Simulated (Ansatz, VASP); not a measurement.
## CdTe: VASP beside Ansatz

File INCAR:

```
SYSTEM = CdTe
PREC = Accurate
ENCUT = 520
EDIFF = 1E-7
ISMEAR = 0
SIGMA = 0.1
LREAL = .FALSE.
LASPH = .TRUE.
NELM = 100
ALGO = Normal
ISIF = 2
LWAVE = .FALSE.
LCHARG = .TRUE.
GGA = PE
LELF = .TRUE.
LVHAR = .TRUE.
NBANDS = 16
```

Contents of KPOINTS:

```
regular mesh
0
G
  6 6 6
  0 0 0
```

Contents of POSCAR:

```
CdTe
1.0
    3.8311533500      0.0000000000      0.0000000000
   -1.9155766800      3.3178761300      0.0000000000
    0.0000000000      0.0000000000      3.7298000200
Cd Te
1 1
Direct
    0.0000000000      0.0000000000      0.0000000000
    0.6666666700      0.3333333300      0.5000000000
```

Input for Ansatz:

```yaml
crystal:
  lattice:
    - [3.83115335, 0.0, 0.0]
    - [-1.91557668, 3.31787613, 0.0]
    - [0.0, 0.0, 3.72980002]
  atoms:
    - { symbol: Cd, position: [0.0, 0.0, 0.0] }
    - { symbol: Te, position: [0.66666667, 0.33333333, 0.5] }
basis:
  ecutwfc: 420
kpoints:
  mp_grid: { grid: [6, 6, 6] }
hamiltonian:
  xc: pbe
scf:
  occupations: { method: gaussian, width: 0.1 }
  lower_state_search: "off"
output:
  forces: true
  stress: true
  eigenvalues: true
```

Change from the starting cell: species swapped into the WC type (P-6m2, No. 187).

Alike in both runs: task single point; functional PBE; k mesh 6 × 6 × 6; occupations gaussian, width 0.1 eV; no spin polarisation.

|  | VASP | Ansatz |
| --- | --- | --- |
| version | VASP 6.6.1 | Ansatz 0.2.0 |
| potentials or method | VASP PAW PBE potentials, release 64 (Cd, Te), cutoff 520 eV | scalar-relativistic, plane waves, PAW |
| valence electrons in the cell | 18 | 36 |

```tsv
	VASP	Ansatz	Ansatz less VASP
gap on the k mesh at the Fermi level (eV)	none	none	-
pressure (GPa)	15.4	15.1	-0.33
traceless stress, the component that is largest in VASP (GPa)	-0.50	-0.57	-0.073
```

A gap of «none» marks a metal or a gap that the smearing closes. VASP's potentials hold 18 valence electrons a cell and Ansatz's 36, so a difference there can come from the potentials and not from the codes.

Neither program's run includes spin-orbit coupling.
